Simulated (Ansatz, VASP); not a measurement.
**One calculation of TlCl, two programs**

The input INCAR:

```
SYSTEM = TlCl
ALGO = Normal ; EDIFF = 1E-6
ENCUT = 500 ; GGA = PE
GGA_COMPAT = .FALSE. ; ISIF = 2
ISMEAR = 0 ; LASPH = .TRUE.
LCHARG = .FALSE. ; LREAL = .FALSE.
LWAVE = .FALSE. ; NBANDS = 17
NELM = 120 ; PREC = Accurate
SIGMA = 0.01
```

File KPOINTS:

```
k-points
0
G
  6 6 6
  0 0 0
```

POSCAR

```
TlCl
1.0
    3.9384806492      0.0000000000      0.0000000000
    0.0000000000      3.9384806492      0.0000000000
    0.0000000000      0.0000000000      3.9384806492
Tl Cl
1 1
Direct
    0.0000000000      0.0000000000      0.0000000000
    0.5000000000      0.5000000000      0.5000000000
```

Input for Ansatz:

```yaml
crystal:
  lattice:
    - [3.9384806492, 0.0, 0.0]
    - [0.0, 3.9384806492, 0.0]
    - [0.0, 0.0, 3.9384806492]
  atoms:
    - { symbol: Tl, position: [0.0, 0.0, 0.0] }
    - { symbol: Cl, position: [0.5, 0.5, 0.5] }
kpoints:
  mp_grid: { grid: [6, 6, 6] }
hamiltonian:
  xc: pbe
scf:
  occupations: { method: fixed }
  n_extra_bands: 4
output:
  forces: true
  stress: true
  eigenvalues: true
```

Alike in both runs: task single point; functional PBE; k mesh 6 × 6 × 6; no spin polarisation.

|  | VASP | Ansatz |
| --- | --- | --- |
| version | VASP 6.6.1 | Ansatz 0.2.0 |
| potentials or method | VASP PAW PBE potentials, release 64 (Tl_d, Cl) | plane waves, PAW |
| plane-wave cutoff (eV) | 500 | 420 |
| occupations | gaussian, width 0.01 eV | fixed |
| valence electrons in the cell | 20 | 20 |

```tsv
	VASP	Ansatz	Ansatz less VASP
gap on the k mesh at the Fermi level (eV)	2.27	2.26	-0.006
pressure (GPa)	-0.7	-0.6	+0.08
```

Spin-orbit coupling is off throughout.
